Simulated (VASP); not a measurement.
## H: single point with PBE

Crystal: H.

```
H
1.0
     2.64964    0.00000    0.00000
     0.00000    2.64964    0.00000
     0.00000    0.00000    0.98049
H
1
Direct
  0.36200 0.16800 0.07000
```

| Item | Value |
| --- | --- |
| Program | VASP 6.6.1 |
| Task | single point |
| Functional | PBE |
| Potentials or basis | VASP PAW PBE potentials, release 64 (H) |
| Cutoff | 520 eV |
| k mesh | 8 × 8 × 22 |
| Occupations | gaussian, width 0.1 eV |
| Spin | no spin polarisation |
| Dipole correction | no |
| Further INCAR settings | ALGO = Normal; EDIFF = 1e-07; NBANDS = 6; ISYM = 0 |

```
Pressure : 1.5 GPa
```

Stress tensor (GPa, compression positive):
```
 2.35  0.00  0.00
 0.00  2.35  0.00
 0.00  0.00 -0.27
```

Levels at points of the mesh, in eV from the Fermi level:
| k point | band 1 | band 2 | band 3 | band 4 |
| --- | --- | --- | --- | --- |
| (0.00, 0.00, 0.00) | -11.08 | 9.80 | 15.61 | 15.61 |
| (0.50, 0.00, 0.00) | -9.64 | 2.67 | 16.46 | 18.61 |
| (0.00, 0.50, 0.00) | -9.64 | 2.67 | 16.46 | 18.61 |
| (0.50, 0.50, 0.00) | -8.49 | 6.48 | 6.48 | 9.99 |
| (0.00, 0.00, 0.50) | 23.97 | 31.42 | 46.85 | 51.86 |
| (0.50, 0.00, 0.50) | 24.83 | 33.73 | 41.62 | 41.96 |
| (0.00, 0.50, 0.50) | 24.83 | 33.73 | 41.62 | 41.96 |
| (0.50, 0.50, 0.50) | 25.53 | 35.64 | 45.34 | 45.34 |

Wall time 9.1 s on 1 thread of AMD EPYC 9R45 96-Core Processor (Zen 5) (shared host), peak memory 0.09 GiB.
